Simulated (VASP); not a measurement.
# PbO2 (P4_2/mnm) in VASP: a series of runs

The runs below take PbO2 through single point, relaxation of shape and atoms at fixed volume, with PBEsol.

Program: VASP 6.6.1. These are calculated values, not measurements. Logs are shortened: lines on timing, memory, paths and dates and some standing lists are left out, and cuts for length are marked.

### 1 The cell of the first run

Symmetry: P4_2/mnm, No. 136, tetragonal system. Conventional cell: a = 5.237 Å, b = 5.237 Å, c = 3.417 Å, α = 90.00°, β = 90.00°, γ = 90.00°. Within 2.9 Å of Pb (site symmetry mmm) lie 6 O at 2.21 to 2.30 Å. Within 2.9 Å of O (site symmetry m2m) lie 3 Pb at 2.21 to 2.30 Å and 1 O at 2.80 Å.

### 2 Single point, PBEsol (15.62 Å³/atom)

File INCAR:

```
ALGO = Normal ; EDIFF = 1E-6
ENCUT = 520 ; GGA = PS
ISIF = 2 ; ISMEAR = 0
LASPH = T ; LCHARG = T
LELF = T ; LREAL = F
LVHAR = T ; LWAVE = F
NBANDS = 35 ; NELM = 100
PREC = Accurate ; SIGMA = 0.1
```

File KPOINTS:

```
k-points
0
Gamma
  8 8 10
```

File POSCAR:

```
PbO2
1.0
    5.2369181221      0.0000000000      0.0000000000
    0.0000000000      5.2369181221      0.0000000000
    0.0000000000      0.0000000000      3.4171053053
Pb O
2 4
Direct
    0.0000000000      0.0000000000      0.0000000000
    0.5000000000      0.5000000000      0.5000000000
    0.3108912672      0.3108912672      0.0000000000
    0.1891087328      0.8108912672      0.5000000000
    0.6891087328      0.6891087328      0.0000000000
    0.8108912672      0.1891087328      0.5000000000
```

Potentials or basis: VASP PAW PBE potentials, release 64 (Pb_d, O).

On the command line:

```bash
> cat potpaw_PBE.64/Pb_d/POTCAR potpaw_PBE.64/O/POTCAR > POTCAR
> mpirun -np 1 vasp_std > vasp.out
```

OUTCAR:

```text
EDIFF = 1E-6
   ENCUT = 520
   GGA = PS
   ISIF = 2
   ISMEAR = 0
   LASPH = T
   LREAL = F
   NELM = 100
   PREC = Accurate

 ion  position               nearest neighbor table
   1  0.000  0.000  0.000-   4 2.21   6 2.21   4 2.21   6 2.21   5 2.30   3 2.30   2 4.08   2 4.08
                             2 4.08   2 4.08   2 4.08   2 4.08   2 4.08   2 4.08
   2  0.500  0.500  0.500-   3 2.21   5 2.21   3 2.21   5 2.21   4 2.30   6 2.30   1 4.08   1 4.08
                             1 4.08   1 4.08   1 4.08   1 4.08   1 4.08   1 4.08
   3  0.311  0.311  0.000-   2 2.21   2 2.21   1 2.30
   4  0.189  0.811  0.500-   1 2.21   1 2.21   2 2.30
   5  0.689  0.689  0.000-   2 2.21   2 2.21   1 2.30
   6  0.811  0.189  0.500-   1 2.21   1 2.21   2 2.30

  LATTYP: Found a simple tetragonal cell.
 ALAT       =     5.2369181221
 C/A-ratio  =     0.6525030993

  Lattice vectors:

 A1 = (   5.2369181221,   0.0000000000,   0.0000000000)
 A2 = (   0.0000000000,   5.2369181221,   0.0000000000)
 A3 = (   0.0000000000,   0.0000000000,   3.4171053053)

Analysis of symmetry for initial positions (statically):
=====================================================================
 Subroutine PRICEL returns:
 Original cell was already a primitive cell.

 Routine SETGRP: Setting up the symmetry group for a
 simple tetragonal supercell.

 Subroutine GETGRP returns: Found 16 space group operations
 (whereof  8 operations were pure point group operations)
 out of a pool of 16 trial point group operations.

The static configuration has the point symmetry D_2h.
 The point group associated with its full space group is D_4h.

Analysis of symmetry for dynamics (positions and initial velocities):
=====================================================================
 Subroutine PRICEL returns:
 Original cell was already a primitive cell.

 Routine SETGRP: Setting up the symmetry group for a
 simple tetragonal supercell.

 Subroutine GETGRP returns: Found 16 space group operations
 (whereof  8 operations were pure point group operations)
 out of a pool of 16 trial point group operations.

The dynamic configuration has the point symmetry D_2h.
 The point group associated with its full space group is D_4h.

 Subroutine INISYM returns: Found 16 space group operations
 (whereof  8 operations are pure point group operations),
 and found     1 'primitive' translations

----------------------------------------------------------------------------------------

                                     Primitive cell

  volume of cell :      93.7152

  direct lattice vectors                    reciprocal lattice vectors
     5.236918122  0.000000000  0.000000000     0.190952002  0.000000000  0.000000000
     0.000000000  5.236918122  0.000000000     0.000000000  0.190952002  0.000000000
     0.000000000  0.000000000  3.417105305     0.000000000  0.000000000  0.292645356

  length of vectors
     5.236918122  5.236918122  3.417105305     0.190952002  0.190952002  0.292645356

  position of ions in fractional coordinates (direct lattice)
     0.000000000  0.000000000  0.000000000
     0.500000000  0.500000000  0.500000000
     0.310891267  0.310891267  0.000000000
     0.189108733  0.810891267  0.500000000
     0.689108733  0.689108733  0.000000000
     0.810891267  0.189108733  0.500000000

  ion indices of the primitive-cell ions
   primitive index   ion index
                 1           1
                 2           2
                 3           3
                 4           4
                 5           5
                 6           6

----------------------------------------------------------------------------------------

 KPOINTS: k-points

Automatic generation of k-mesh.
 Grid dimensions read from file:
 generate k-points for:    8    8   10

 Generating k-lattice:

  Cartesian coordinates                     Fractional coordinates (reciprocal lattice)
     0.023869000  0.000000000  0.000000000     0.125000000  0.000000000  0.000000000
     0.000000000  0.023869000  0.000000000     0.000000000  0.125000000  0.000000000
     0.000000000  0.000000000  0.029264536     0.000000000  0.000000000  0.100000000

  Length of vectors
     0.023869000  0.023869000  0.029264536

  Shift w.r.t. Gamma in fractional coordinates (k-lattice)
     0.000000000  0.000000000  0.000000000

 Subroutine IBZKPT returns following result:
 ===========================================

 Found     90 irreducible k-points:

 Following reciprocal coordinates:
            Coordinates               Weight
  0.000000  0.000000  0.000000      1.000000
  0.125000  0.000000  0.000000      4.000000
  0.250000  0.000000  0.000000      4.000000
  0.375000  0.000000  0.000000      4.000000
  0.500000  0.000000  0.000000      2.000000
  0.125000  0.125000  0.000000      4.000000
[... 16 lines left out ...]
  0.375000  0.125000  0.100000     16.000000
  0.500000  0.125000  0.100000      8.000000
 [... further k-points ...]
[... 55 lines left out ...]
   NGX = 19   NGY = 19   NGZ = 13

 number of electron      51.9999987 magnetization

 Free energy of the ion-electron system (eV)
  ---------------------------------------------------
  ext. energy  EPLUGINS =         0.00000000
  ---------------------------------------------------
  free energy    TOTEN  =       -33.82237045 eV

  energy without entropy =      -33.81886827  energy(sigma->0) =      -33.82061936

 E-fermi :   3.0853     XC(G=0): -10.3418

 val. band max:        3.0648162716   @ k =   0.1250   0.1250   0.0000
 cond. band min:       3.1111278483   @ k =   0.0000   0.0000   0.1000
 fundamental gap:      0.0463115767
 Fermi energy:         3.0853359463

 k-point     1 :       0.0000    0.0000    0.0000
  band No.  band energies     occupation
      1     -14.6916      2.00000
      2     -14.6700      2.00000
      3     -13.1543      2.00000
      4     -13.1543      2.00000
      5     -12.3259      2.00000
      6     -12.2605      2.00000
[... 27 lines left out ...]
     34      12.7471      0.00000
     35      14.0367      0.00000

 k-point     2 :       0.1250    0.0000    0.0000
  band No.  band energies     occupation
      1     -14.6656      2.00000
      2     -14.6520      2.00000
      3     -13.2674      2.00000
      4     -13.2147      2.00000
      5     -12.2432      2.00000
      6     -12.2383      2.00000
[... 27 lines left out ...]
     34      13.0932      0.00000
     35      14.0606      0.00000

 k-point     3 :       0.2500    0.0000    0.0000
  band No.  band energies     occupation
      1     -14.6021      2.00000
      2     -14.5973      2.00000
      3     -13.4696      2.00000
      4     -13.3645      2.00000
      5     -12.2357      2.00000
      6     -12.2356      2.00000
[... 27 lines left out ...]
     34      13.7788      0.00000
     35      14.1482      0.00000

 k-point     4 :       0.3750    0.0000    0.0000
  band No.  band energies     occupation
      1     -14.5366      2.00000
      2     -14.5210      2.00000
      3     -13.6216      2.00000
      4     -13.5358      2.00000
      5     -12.2331      2.00000
      6     -12.2330      2.00000
[... 27 lines left out ...]
     34      14.3117      0.00000
     35      14.3379      0.00000

 k-point     5 :       0.5000    0.0000    0.0000
  band No.  band energies     occupation
      1     -14.4944      2.00000
      2     -14.4944      2.00000
      3     -13.6462      2.00000
      4     -13.6462      2.00000
      5     -12.2319      2.00000
      6     -12.2319      2.00000
[... 638 lines left out ...]
 k-point    22 :       0.2500    0.1250    0.1000
  band No.  band energies     occupation
      1     -14.5833      2.00000
      2     -14.4566      2.00000
      3     -13.7317      2.00000
      4     -13.4719      2.00000
      5     -12.2369      2.00000
      6     -12.1909      2.00000
[... 27 lines left out ...]
     34      14.0088      0.00000
     35      14.1924      0.00000

 k-point    23 :       0.3750    0.1250    0.1000
  band No.  band energies     occupation
      1     -14.5237      2.00000
      2     -14.4151      2.00000
      3     -13.7940      2.00000
      4     -13.5964      2.00000
      5     -12.2137      2.00000
      6     -12.1784      2.00000
[... 27 lines left out ...]
     34      14.2227      0.00000
     35      14.3558      0.00000

 k-point    24 :       0.5000    0.1250    0.1000
  band No.  band energies     occupation
      1     -14.4508      2.00000
      2     -14.4508      2.00000
      3     -13.7307      2.00000
      4     -13.7307      2.00000
      5     -12.1921      2.00000
      6     -12.1921      2.00000
[... 27 lines left out ...]
     34      13.9313      0.00000
     35      14.5108      0.00000

 [... further k-points ...]

------------------------ aborting loop because EDIFF is reached ----------------------------------------

  FORCE on cell =-STRESS in cart. coord.  units (eV):
  Direction    XX          YY          ZZ          XY          YZ          ZX
  --------------------------------------------------------------------------------------
  -------------------------------------------------------------------------------------
  Total       -5.0840358     -5.0840358     -4.9278496      0.0000000      0.0000000      0.0000000
  in kB      -86.9179048    -86.9179048    -84.2477090      0.0000000      0.0000000      0.0000000
  external PRESSURE =     -86.0278395 kB  Pullay stress =       0.0000000 kB

 VOLUME and BASIS-vectors are now :
 -----------------------------------------------------------------------------
  energy-cutoff  :      520.00
  volume of cell :       93.72
      direct lattice vectors                 reciprocal lattice vectors
     5.236918122  0.000000000  0.000000000     0.190952002  0.000000000  0.000000000
     0.000000000  5.236918122  0.000000000     0.000000000  0.190952002  0.000000000
     0.000000000  0.000000000  3.417105305     0.000000000  0.000000000  0.292645356

 POSITION                                       TOTAL-FORCE (eV/Angst)
 -----------------------------------------------------------------------------------
      0.00000      0.00000      0.00000         0.000000      0.000000      0.000000
      2.61846      2.61846      1.70855         0.000000      0.000000      0.000000
      1.62811      1.62811      0.00000        -0.014578     -0.014578     -0.000000
      0.99035      4.24657      1.70855         0.014578     -0.014578     -0.000000
      3.60881      3.60881      0.00000         0.014578      0.014578      0.000000
      4.24657      0.99035      1.70855        -0.014578      0.014578      0.000000
 -----------------------------------------------------------------------------------
    total drift:                               -0.000000     -0.000000      0.000000

  FREE ENERGIE OF THE ION-ELECTRON SYSTEM (eV)
  ---------------------------------------------------
  free  energy   TOTEN  =       -33.8223704504 eV

  energy  without entropy=      -33.8188682666  energy(sigma->0) =      -33.82061936
```

It took 2.5 min on 1 thread of Intel Xeon Platinum 8488C (Sapphire Rapids), shared host; peak memory 0.36 GiB.

Results:

| Property | Result |
| --- | --- |
| Free energy | -33.8224 eV |
| Pressure | -8.6 GPa |
| Largest force | 0.021 eV/Å |
| Band gap on the k mesh | 0.01 eV (least direct gap 0.06 eV) |

Forces on the atoms (eV/Å):
```
Pb   0.000  0.000  0.000
Pb   0.000  0.000  0.000
O   -0.015 -0.015  0.000
O    0.015 -0.015  0.000
O    0.015  0.015  0.000
O   -0.015  0.015  0.000
```

Levels at points of the mesh, in eV from the valence-band top:
```
           k point  band 23  band 24  band 25  band 26  band 27  band 28  band 29  band 30
(0.00, 0.00, 0.00)    -0.60    -0.60    -0.54    -0.54     0.11     3.51     5.58     5.58
(0.50, 0.00, 0.00)    -0.62    -0.62    -0.37    -0.37     1.71     1.71     6.16     6.16
(0.50, 0.50, 0.00)    -0.64    -0.64    -0.45    -0.45     2.11     2.11     6.23     6.23
(0.00, 0.00, 0.50)    -0.91    -0.91    -0.67    -0.67     3.06     3.06     8.11     8.11
(0.50, 0.00, 0.50)    -0.65    -0.65    -0.36    -0.36     3.28     3.28     6.43     6.43
(0.50, 0.50, 0.50)    -0.61    -0.61    -0.47    -0.47     2.33     2.33     7.58     7.58
```

Caveat: the cell stands under tension; the PAW data sets were made with another functional, which shifts forces and pressure a little; spin-orbit coupling is left out, which moves the levels of the heavy elements. A k mesh can miss the band edges.

### 3 Single point, PBEsol (14.63 Å³/atom)

This run uses another cell than the first one, of 14.63 Å³/atom.

File INCAR:

```
ALGO = Normal ; EDIFF = 1E-6
ENCUT = 520 ; GGA = PS
ISIF = 2 ; ISMEAR = 0
LASPH = True ; LCHARG = False
LREAL = False ; LWAVE = False
NBANDS = 35 ; NELM = 80
PREC = Accurate ; SIGMA = 0.1
```

KPOINTS is that of step 2.

File POSCAR:

```
PbO2
1.0
    5.0683697618      0.0000000000      0.0000000000
    0.0000000000      5.0683697618      0.0000000000
    0.0000000000      0.0000000000      3.4160002008
Pb O
2 4
Direct
    0.0000000000      0.0000000000      0.0000000000
    0.5000000000      0.5000000000      0.5000000000
    0.3082733388      0.3082733388      0.0000000000
    0.1917266612      0.8082733388      0.5000000000
    0.6917266612      0.6917266612      0.0000000000
    0.8082733388      0.1917266612      0.5000000000
```

Potentials or basis: VASP PAW PBE potentials, release 64 (Pb_d, O).

On the command line:

```bash
> cat potpaw_PBE.64/Pb_d/POTCAR potpaw_PBE.64/O/POTCAR > POTCAR
> mpirun -np 1 vasp_std > vasp.out
```

It took 2.3 min on 1 thread of Intel Xeon Platinum 8488C (Sapphire Rapids), shared host; peak memory 0.34 GiB.

The run converged. Its results:

```
Free energy            : -34.0460 eV
Pressure               : -3.2 GPa
Largest force          : 0.012 eV/Å
Band gap on the k mesh : 0.04 eV
```

Forces in eV/Å, atoms in the order of the input:
```
Pb   0.000  0.000  0.000
Pb   0.000  0.000  0.000
O   -0.009 -0.009  0.000
O    0.009 -0.009  0.000
O    0.009  0.009  0.000
O   -0.009  0.009  0.000
```

Stress tensor (GPa, compression positive):
```
-3.23  0.00  0.00
 0.00 -3.23  0.00
 0.00  0.00 -3.03
```

Levels at points of the mesh, in eV from the valence-band top:
| k point | band 23 | band 24 | band 25 | band 26 | band 27 | band 28 | band 29 | band 30 |
| --- | --- | --- | --- | --- | --- | --- | --- | --- |
| (0.00, 0.00, 0.00) | -0.61 | -0.61 | -0.56 | -0.56 | 0.11 | 3.96 | 5.69 | 5.69 |
| (0.50, 0.00, 0.00) | -0.64 | -0.64 | -0.36 | -0.36 | 2.14 | 2.14 | 6.28 | 6.28 |
| (0.50, 0.50, 0.00) | -0.66 | -0.66 | -0.46 | -0.46 | 2.55 | 2.55 | 6.51 | 6.51 |
| (0.00, 0.00, 0.50) | -1.04 | -1.04 | -0.74 | -0.74 | 3.47 | 3.47 | 8.53 | 8.53 |
| (0.50, 0.00, 0.50) | -0.72 | -0.72 | -0.26 | -0.26 | 3.76 | 3.76 | 6.95 | 6.95 |
| (0.50, 0.50, 0.50) | -0.64 | -0.64 | -0.49 | -0.49 | 2.60 | 2.60 | 8.02 | 8.02 |

Caveat: the cell stands under tension; the PAW data sets were made with another functional, which shifts forces and pressure a little; spin-orbit coupling is left out, which moves the levels of the heavy elements.

### 4 Relaxation of shape and atoms at fixed volume, PBEsol (12.50 Å³/atom)

This run uses another cell than the first one, of 12.50 Å³/atom.

File INCAR:

```
PREC = Accurate
ENCUT = 600
EDIFF = 1E-6
ISMEAR = 0
SIGMA = 0.1
LREAL = F
LASPH = T
NELM = 80
ALGO = Normal
ISIF = 4
LWAVE = F
LCHARG = F
GGA = PS
IBRION = 2
NSW = 50
EDIFFG = -0.01
```

File KPOINTS:

```
Automatic mesh
0
Gamma
  8 8 10
```

File POSCAR:

```
PbO2
1.0
    4.7284147177      0.0000000000      0.0000000000
    0.0000000000      4.7284147177      0.0000000000
    0.0000000000      0.0000000000      3.3532721079
Pb O
2 4
Direct
    0.0000000000      0.0000000000      0.0000000000
    0.5000000000      0.5000000000      0.5000000000
    0.3071782221      0.3071782221      0.0000000000
    0.1928217779      0.8071782221      0.5000000000
    0.6928217779      0.6928217779      0.0000000000
    0.8071782221      0.1928217779      0.5000000000
```

On the command line:

```bash
> cat potpaw_PBE.64/Pb_d/POTCAR potpaw_PBE.64/O/POTCAR > POTCAR
> mpirun -np 1 vasp_std > vasp.out
```

Wall time 6 min (1 thread of Intel Xeon Platinum 8488C (Sapphire Rapids), shared host); peak memory 0.35 GiB.

It converged, with:

| Item | Value |
| --- | --- |
| Free energy | -33.4097 eV |
| Energy gained by relaxing | 0.8 meV/atom |
| Ionic steps | 5 |
| Pressure after relaxing | 22.8 GPa |
| Band gap on the k mesh | zero (bands 26 and 27 overlap by 0.11 eV) |

Forces in eV/Å, atoms in the order of the input:
```
Pb   0.000  0.000  0.000
Pb   0.000  0.000  0.000
O   -0.002 -0.002  0.000
O    0.002 -0.002  0.000
O    0.002  0.002  0.000
O   -0.002  0.002  0.000
```

The path:
| step | energy change (eV) | largest force (eV/Å) | pressure (GPa) | volume (Å³) |
| --- | --- | --- | --- | --- |
| 1 | 0.0000 | 0.0476 | 23.42 | 74.97 |
| 2 | -0.0032 | 0.0574 | 23.12 | 74.97 |
| 3 | -0.0034 | 0.0922 | 23.02 | 74.97 |
| 4 | -0.0046 | 0.0314 | 22.90 | 74.97 |
| 5 | -0.0048 | 0.0021 | 22.83 | 74.97 |

Final structure:
```cif
data_structure
_symmetry_space_group_name_H-M 'P 1'
_symmetry_Int_Tables_number 1
_cell_length_a 4.7024
_cell_length_b 4.7024
_cell_length_c 3.3904
_cell_angle_alpha 90.000
_cell_angle_beta 90.000
_cell_angle_gamma 90.000
_cell_volume 74.97
loop_
_atom_site_label
_atom_site_type_symbol
_atom_site_fract_x
_atom_site_fract_y
_atom_site_fract_z
_atom_site_occupancy
Pb1 Pb 0.00000 0.00000 0.00000 1
Pb2 Pb 0.50000 0.50000 0.50000 1
O1 O 0.30762 0.30762 0.00000 1
O2 O 0.19238 0.80762 0.50000 1
O3 O 0.69238 0.69238 0.00000 1
O4 O 0.80762 0.19238 0.50000 1
```

Levels at points of the mesh, in eV from the Fermi level:
```csv
k point,band 24,band 25,band 26,band 27,band 28,band 29
"(0.00, 0.00, 0.00)",-0.74,-0.74,-0.69,-0.18,4.75,5.73
"(0.50, 0.00, 0.00)",-0.84,-0.62,-0.62,3.28,3.28,6.39
"(0.50, 0.50, 0.00)",-0.83,-0.69,-0.69,3.56,3.56,7.01
"(0.00, 0.00, 0.50)",-1.62,-1.16,-1.16,4.57,4.57,9.44
"(0.50, 0.00, 0.50)",-1.18,-0.07,-0.07,5.05,5.05,8.00
"(0.50, 0.50, 0.50)",-1.01,-0.79,-0.79,3.54,3.54,8.46
```

Caveat: semilocal functionals underestimate gaps, and a narrow one can read as zero; the PAW data sets were made with another functional, which shifts forces and pressure a little; spin-orbit coupling is left out, which moves the levels of the heavy elements.

### 5 Overview

| task | cell | cutoff (eV) | gap on the mesh (eV) | pressure (GPa) | largest force (eV/Å) |
| --- | --- | --- | --- | --- | --- |
| single point | a = 5.237, b = 5.237, c = 3.417 Å, 6 atoms, atomic positions A | 520 | 0.01 | -8.6 | 0.02 |
| single point | a = 5.068, b = 5.068, c = 3.416 Å, 6 atoms, atomic positions B | 520 | 0.04 | -3.2 | 0.01 |
| relaxation of shape and atoms at fixed volume | relaxed from a = 4.728, b = 4.728, c = 3.353 Å, 6 atoms, atomic positions C | 600 | none | 22.8 | - |

Alike in all rows: level PBEsol; potentials or basis VASP PAW PBE potentials, release 64 (Pb_d, O); no spin polarisation; k mesh 8 × 8 × 10; smearing gaussian 0.1 eV.

Caveats: the PAW data sets were made with another functional, which shifts forces and pressure a little; spin-orbit coupling is left out, which moves the levels of the heavy elements; the cell stands under tension (at least some runs); semilocal functionals underestimate gaps, and a narrow one can read as zero (at least some runs).

Total energies depend on the potentials used, so only differences within one code and one set of settings carry meaning.

The gap in the log of VASP goes by the Fermi energy; the results here count the filled bands.